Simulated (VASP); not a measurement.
# GaN: single point with r2SCAN

GaN:

```
Ga N
1.0
     3.14818    0.00000    0.00000
    -1.57409    2.72641    0.00000
     0.00000    0.00000    5.12675
Ga N
2 2
Direct
  0.33333 0.66667 0.99916
  0.66667 0.33333 0.49916
  0.33333 0.66667 0.37584
  0.66667 0.33333 0.87584
```

```json
{
  "Program": "VASP 6.6.1",
  "Task": "single point",
  "Functional": "r2SCAN",
  "Potentials or basis": "VASP PAW PBE potentials, release 64 (Ga_d, N_h)",
  "Cutoff": "910 eV",
  "k mesh": "8 × 8 × 4",
  "Occupations": "gaussian, width 0.01 eV",
  "Spin": "no spin polarisation"
}
```

```yaml
Pressure: 8.1 GPa
Band_gap_on_the_k_mesh: 2.57 eV, direct
```

Levels at points of the mesh, in eV from the valence-band top:
```csv
k point,band 14,band 15,band 16,band 17,band 18,band 19,band 20,band 21,band 22,band 23
"(0.00, 0.00, 0.00)",-1.11,-1.11,-0.04,0.00,0.00,2.57,5.04,10.16,10.79,10.79
"(0.50, 0.00, 0.00)",-5.52,-4.45,-2.96,-2.34,-1.07,5.68,6.31,6.66,9.64,11.24
"(0.00, 0.00, 0.50)",-3.99,-0.57,-0.57,-0.57,-0.57,4.99,4.99,9.37,9.37,11.31
"(0.50, 0.00, 0.50)",-6.91,-2.09,-2.09,-2.03,-2.03,5.00,5.00,8.64,8.64,10.98
```

It took 120 s on 1 thread of Intel(R) Xeon(R) 6975P-C (Granite Rapids) (shared host), peak memory 0.26 GiB.

Caveat: the cutoff is under 1.25 times the usual one of these potentials, so pressure, stress and relaxed cells hold a basis-set (Pulay) error; the PAW data sets were made with another functional, which shifts forces and pressure a little. r2SCAN opens gaps a little over a GGA but as a rule still falls short of measured ones.
